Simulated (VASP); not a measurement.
# W (Im-3m) in VASP: further runs, part 2 of 2

VASP 6.6.1. The steps go on from the part before.

## 4. Relaxation of cell and atoms, PBEsol

This run uses another cell than the first one, of 16.41 Å³/atom, 1.044 times its volume.

Contents of INCAR:

```
ALGO = Fast
EDIFF = 1E-6
EDIFFG = -0.05
ENCUT = 600
GGA = PS
IBRION = 2
ISIF = 3
ISMEAR = 0
LASPH = T
LCHARG = F
LREAL = F
LWAVE = F
NELM = 80
NSW = 100
PREC = Accurate
SIGMA = 0.1
```

Contents of KPOINTS:

```
k-points
0
Gamma
  8 8 8
```

Contents of POSCAR:

```
W
1.0
   -1.6007500000      1.6007500000      1.6007500000
    1.6007500000     -1.6007500000      1.6007500000
    1.6007500000      1.6007500000     -1.6007500000
W
1
Direct
    0.0000000000      0.0000000000      0.0000000000
```

Potentials or basis: VASP PAW PBE potentials, release 64 (W_sv).

On the command line:

```
cat potpaw_PBE.64/W_sv/POTCAR > POTCAR
mpirun -np 1 vasp_std > vasp.out
```

OUTCAR:

```text
EDIFF = 1E-6
   EDIFFG = -0.05
   ENCUT = 600
   GGA = PS
   IBRION = 2
   ISIF = 3
   ISMEAR = 0
   LASPH = T
   LREAL = F
   NELM = 80
   NSW = 100
   PREC = Accurate

 ion  position               nearest neighbor table
   1  0.000  0.000  0.000-

  LATTYP: Found a body centered cubic cell.
 ALAT       =     3.2015000000

  Lattice vectors:

 A1 = (  -1.6007500000,   1.6007500000,   1.6007500000)
 A2 = (   1.6007500000,  -1.6007500000,   1.6007500000)
 A3 = (   1.6007500000,   1.6007500000,  -1.6007500000)

Analysis of symmetry for initial positions (statically):
=====================================================================
 Subroutine PRICEL returns:
 Original cell was already a primitive cell.

 Routine SETGRP: Setting up the symmetry group for a
 body centered cubic supercell.

 Subroutine GETGRP returns: Found 48 space group operations
 (whereof 48 operations were pure point group operations)
 out of a pool of 48 trial point group operations.

The static configuration has the point symmetry O_h .

Analysis of symmetry for dynamics (positions and initial velocities):
=====================================================================
 Subroutine PRICEL returns:
 Original cell was already a primitive cell.

 Routine SETGRP: Setting up the symmetry group for a
 body centered cubic supercell.

 Subroutine GETGRP returns: Found 48 space group operations
 (whereof 48 operations were pure point group operations)
 out of a pool of 48 trial point group operations.

The dynamic configuration has the point symmetry O_h .

 Subroutine INISYM returns: Found 48 space group operations
 (whereof 48 operations are pure point group operations),
 and found     1 'primitive' translations

----------------------------------------------------------------------------------------

                                     Primitive cell
[... 122 lines left out ...]
 RMM-DIIS sequential band-by-band and
 Gauss-broadening in eV      SIGMA  =   0.10
  energy-cutoff  :      600.00
  volume of cell :       16.41
 maximum number of plane-waves:       559
 NGX is ok and might be reduce to    24
   NGX = 11   NGY = 11   NGZ = 11

--------------------------------------- Ionic step        1  -------------------------------------------

 number of electron      14.0000002 magnetization

 Free energy of the ion-electron system (eV)
  ---------------------------------------------------
  ext. energy  EPLUGINS =         0.00000000
  ---------------------------------------------------
  free energy    TOTEN  =       -13.77856788 eV

  energy without entropy =      -13.77856544  energy(sigma->0) =      -13.77856666

------------------------ aborting loop because EDIFF is reached ----------------------------------------

  FORCE on cell =-STRESS in cart. coord.  units (eV):
  Direction    XX          YY          ZZ          XY          YZ          ZX
  --------------------------------------------------------------------------------------
  -------------------------------------------------------------------------------------
  Total       -1.2604861     -1.2604861     -1.2604861     -0.0000000      0.0000000     -0.0000000
  in kB     -123.0886787   -123.0886787   -123.0886787     -0.0000000      0.0000000     -0.0000000
  external PRESSURE =    -123.0886787 kB  Pullay stress =       0.0000000 kB
[... 92 lines left out ...]
--------------------------------------- Ionic step        4  -------------------------------------------

 number of electron      14.0000001 magnetization

 Free energy of the ion-electron system (eV)
  ---------------------------------------------------
  ext. energy  EPLUGINS =         0.00000000
  ---------------------------------------------------
  free energy    TOTEN  =       -13.80503291 eV

  energy without entropy =      -13.80503107  energy(sigma->0) =      -13.80503199

 E-fermi :  11.1324     XC(G=0): -13.7954

 val. band max:       10.8507794321   @ k =   0.1250   0.0000   0.0000
 cond. band min:      11.4150715687   @ k =  -0.2500   0.2500   0.1250
 fundamental gap:      0.5642921366
 Fermi energy:        11.1324228173

 k-point     1 :       0.0000    0.0000    0.0000
  band No.  band energies     occupation
      1     -62.7752      2.00000
      2     -26.3237      2.00000
      3     -26.3237      2.00000
      4     -26.3237      2.00000
      5       1.6766      2.00000
      6      10.1203      2.00000
      7      10.1203      2.00000
      8      10.1203      2.00000
      9      13.6116      0.00000
     10      13.6116      0.00000
     11      25.9186      0.00000
[... 309 lines left out ...]
 k-point    24 :      -0.3750    0.3750    0.2500
  band No.  band energies     occupation
      1     -62.6033      2.00000
      2     -27.3102      2.00000
      3     -26.9398      2.00000
      4     -26.8174      2.00000
      5       6.7787      2.00000
      6       7.4941      2.00000
      7      10.8318      1.99998
      8      11.6308      0.00000
      9      15.1311      0.00000
     10      15.7811      0.00000
     11      25.1527      0.00000

 [... further k-points ...]
[... 5 lines left out ...]
  --------------------------------------------------------------------------------------
  -------------------------------------------------------------------------------------
  Total       -0.0145463     -0.0145463     -0.0145463      0.0000000     -0.0000000     -0.0000000
  in kB       -1.4792098     -1.4792098     -1.4792098      0.0000000     -0.0000000     -0.0000000
  external PRESSURE =      -1.4792098 kB  Pullay stress =       0.0000000 kB
[... 16 lines left out ...]
  FREE ENERGIE OF THE ION-ELECTRON SYSTEM (eV)
  ---------------------------------------------------
  free  energy   TOTEN  =       -13.8050329067 eV

  energy  without entropy=      -13.8050310654  energy(sigma->0) =      -13.80503199

 reached required accuracy - stopping structural energy minimisation
```

CONTCAR:

```text
W
   1.00000000000000
    -1.5792749812572628    1.5792749812572628    1.5792749812572628
     1.5792749812572628   -1.5792749812572628    1.5792749812572628
     1.5792749812572628    1.5792749812572628   -1.5792749812572628
  W
     1
Direct
     1.0000000000000000    1.0000000000000000    1.0000000000000000

  0.00000000E+00  0.00000000E+00  0.00000000E+00
```

Run time: 10 s. Hardware: 1 thread of Intel Xeon 6975P-C (Granite Rapids), shared host; peak memory 0.15 GiB.

What came out:

```
Free energy                            : -13.8050 eV
Relaxed volume                         : 15.76 Å³/atom
Relaxed cell                           : a = 2.735 Å, b = 2.735 Å, c = 2.735 Å, α = 109.47°, β = 109.47°, γ = 109.47°
Space group after relaxing (to 0.05 Å) : Im-3m (No. 229)
Energy gained by relaxing              : 26.5 meV/atom
Ionic steps                            : 4
Pressure after relaxing                : -0.1 GPa
Band gap on the k mesh                 : zero (band 7 reaches 16.59 eV, above the bottom of band 8 at 10.12 eV)
```

The path:
```tsv
step	energy change (eV)	largest force (eV/Å)	pressure (GPa)	volume (Å³)
1	0.0000	0.0000	-12.31	16.41
2	0.3668	0.0000	66.53	13.59
3	-0.0263	0.0000	-0.89	15.79
4	-0.0265	0.0000	-0.15	15.76
```

Final structure:
```xyz
1
Lattice="-1.5793 1.5793 1.5793 1.5793 -1.5793 1.5793 1.5793 1.5793 -1.5793" Properties=species:S:1:pos:R:3 pbc="T T T"
W     1.5793    1.5793    1.5793
```

Caveat: the PAW data sets were made with another functional, which shifts forces and pressure a little; spin-orbit coupling is left out, which moves the levels of the heavy elements.

## 5. Single point, PBEsol

This run uses another cell than the first one, of 15.68 Å³/atom, 0.998 times its volume.

Contents of INCAR:

```
ALGO = Normal
EDIFF = 1E-6
ENCUT = 520
GGA = PS
ISIF = 2
ISMEAR = 0
LASPH = T
LCHARG = T
LELF = T
LREAL = F
LVHAR = T
LWAVE = F
NBANDS = 13
NELM = 60
PREC = Accurate
SIGMA = 0.1
```

Contents of KPOINTS:

```
k-points
0
Gamma
  16 16 16
```

Contents of POSCAR:

```
W
1.0
   -1.5766580683      1.5766580683      1.5766580683
    1.5766580683     -1.5766580683      1.5766580683
    1.5766580683      1.5766580683     -1.5766580683
W
1
Direct
    0.0000000000      0.0000000000      0.0000000000
```

On the command line:

```
cat potpaw_PBE.64/W_sv/POTCAR > POTCAR
mpirun -np 1 vasp_std > vasp.out
```

Run time: 9.5 s. Hardware: 1 thread of Intel Xeon 6975P-C (Granite Rapids), shared host; peak memory 0.14 GiB.

The run converged. Its results:

```yaml
Free_energy: -13.8096 eV
Pressure: 0.6 GPa
Band_gap_on_the_k_mesh: zero (band 7 reaches 16.70 eV, above the bottom of band 8 at 10.18 eV)
```

Levels at points of the mesh, in eV from the Fermi level:
```tsv
k point	band 5	band 6	band 7	band 8	band 9	band 10
(0.00, 0.00, 0.00)	-9.76	-1.29	-1.29	-1.29	2.22	2.22
(0.50, 0.00, 0.00)	-6.40	-3.67	0.69	2.13	3.12	6.23
(0.50, 0.50, 0.50)	-5.98	-5.98	5.22	5.22	5.22	8.30
```

Caveat: the PAW data sets were made with another functional, which shifts forces and pressure a little; spin-orbit coupling is left out, which moves the levels of the heavy elements.

## 6. Single point, PBEsol

Contents of INCAR:

```
  PREC = Accurate
  ENCUT = 520
  EDIFF = 1E-6
  ISMEAR = -1
  SIGMA = 0.15
  LREAL = F
  LASPH = T
  NELM = 60
  ALGO = Fast
  ISIF = 2
  LWAVE = F
  LCHARG = F
  GGA = PS
  NBANDS = 13
```

Contents of KPOINTS:

```
Automatic mesh
0
Gamma
  16 16 16
```

Contents of POSCAR:

```
W
1.0
   -1.5770451471      1.5770451471      1.5770451471
    1.5770451471     -1.5770451471      1.5770451471
    1.5770451471      1.5770451471     -1.5770451471
W
1
Direct
    0.0000000000      0.0000000000      0.0000000000
```

Potentials or basis: VASP PAW PBE potentials, release 64 (W_sv).

On the command line:

```
cat potpaw_PBE.64/W_sv/POTCAR > POTCAR
mpirun -np 1 vasp_std > vasp.out
```

Run time: 11 s. Hardware: 1 thread of Intel Xeon 6975P-C (Granite Rapids), shared host; peak memory 0.14 GiB.

Results (log left out):

```yaml
Free_energy: -13.8252 eV
Pressure: 0.6 GPa
Band_gap_on_the_k_mesh: zero (band 7 reaches 16.68 eV, above the bottom of band 8 at 10.17 eV)
```

Levels at points of the mesh, in eV from the Fermi level:
```csv
k point,band 5,band 6,band 7,band 8,band 9,band 10
"(0.00, 0.00, 0.00)",-9.69,-1.23,-1.23,-1.23,2.28,2.28
"(0.50, 0.00, 0.00)",-6.34,-3.61,0.75,2.18,3.17,6.28
"(0.50, 0.50, 0.50)",-5.92,-5.92,5.27,5.27,5.27,8.35
```

Caveat: the PAW data sets were made with another functional, which shifts forces and pressure a little; spin-orbit coupling is left out, which moves the levels of the heavy elements.

## 7. The runs side by side

```csv
task,cell,k mesh,cutoff (eV),smearing,gap on the mesh (eV),pressure (GPa)
single point,"a = 2.733 Å, angles 109.5°, 1 atom",8 × 8 × 8,520,gaussian 0.1 eV,none,0.7
single point,"a = 2.773 Å, angles 109.5°, 1 atom",8 × 8 × 8,520,gaussian 0.1 eV,none,-12.4
relaxation of cell and atoms,"relaxed from a = 2.773 Å, angles 109.5°, 1 atom",8 × 8 × 8,600,gaussian 0.1 eV,none,-0.1
single point,"a = 2.731 Å, angles 109.5°, 1 atom",16 × 16 × 16,520,gaussian 0.1 eV,none,0.6
single point,"a = 2.732 Å, angles 109.5°, 1 atom",16 × 16 × 16,520,fermi-dirac 0.15 eV,none,0.6
```

Alike in all rows: level PBEsol; potentials or basis VASP PAW PBE potentials, release 64 (W_sv); no spin polarisation.

Every run on the cell as given and a fine mesh finds a metal.

Caveats: the PAW data sets were made with another functional, which shifts forces and pressure a little; spin-orbit coupling is left out, which moves the levels of the heavy elements.

Absolute energies hang on the potentials; compare differences alone.
